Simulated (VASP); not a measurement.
Set up this calculation in VASP 6.6.1, as the native input.

```yaml
Task: relaxation of cell and atoms
Functional: PBEsol
Potentials_or_basis: VASP PAW PBE potentials, release 64 (Ta_pv, N)
Cutoff: 600 eV
k_mesh: 10 × 10 × 10
Occupations: fermi-dirac, width 0.05 eV
Spin: no spin polarisation
Target_pressure: 30 GPa
Dipole_correction: no
Further_INCAR_settings: ALGO = Normal; EDIFF = 1e-07; IBRION = 2; EDIFFG = -0.005; NSW = 80; ISIF = 3
```

The structure of TaN lies in POSCAR:

```
TaN
1.0
    0.0000000000      2.2113230000      2.2113230000
    2.2113230000      0.0000000000      2.2113230000
    2.2113230000      2.2113230000      0.0000000000
Ta N
1 1
Direct
    0.5000000000      0.5000000000      0.5000000000
    0.0000000000      0.0000000000      0.0000000000
```

The input as run:

INCAR

```
SYSTEM = TaN
PREC = Accurate
ENCUT = 600
EDIFF = 1E-7
ISMEAR = -1
SIGMA = 0.05
LREAL = .False.
LASPH = .True.
NELM = 80
ALGO = Normal
ISIF = 3
LWAVE = .False.
LCHARG = .False.
GGA = PS
IBRION = 2
NSW = 80
EDIFFG = -0.005
PSTRESS = 300.0
```

KPOINTS

```
Automatic mesh
0
Gamma
  10 10 10
  0 0 0
```

Potentials or basis: VASP PAW PBE potentials, release 64 (Ta_pv, N).

Command:

```sh
$ cat potpaw_PBE.64/Ta_pv/POTCAR potpaw_PBE.64/N/POTCAR > POTCAR
$ mpirun -np 1 vasp_std > vasp.out
```

Results of the run:

* Relaxed volume: 9.77 Å³/atom
* Relaxed cell: a = 3.023 Å, b = 3.023 Å, c = 3.023 Å, α = 60.00°, β = 60.00°, γ = 60.00°
* Space group after relaxing (to 0.05 Å): Fm-3m (No. 225)
* Energy change on relaxing (the enthalpy is what falls): +53.3 meV/atom
* Ionic steps: 5
* Pressure after relaxing: 30.0 GPa
* Band gap on the k mesh: zero (band 8 reaches 12.53 eV, above the bottom of band 9 at 7.97 eV)

Caveat: the cell is relaxed towards a set pressure, so the enthalpy falls and the energy may rise; the PAW data sets were made with another functional, which shifts forces and pressure a little; spin-orbit coupling is left out, which moves the levels of the heavy elements.

Run time: 98 s on 1 thread of Intel(R) Xeon(R) Platinum 8175M CPU @ 2.50GHz (Skylake/Cascade Lake) (shared host), peak memory 0.18 GiB.
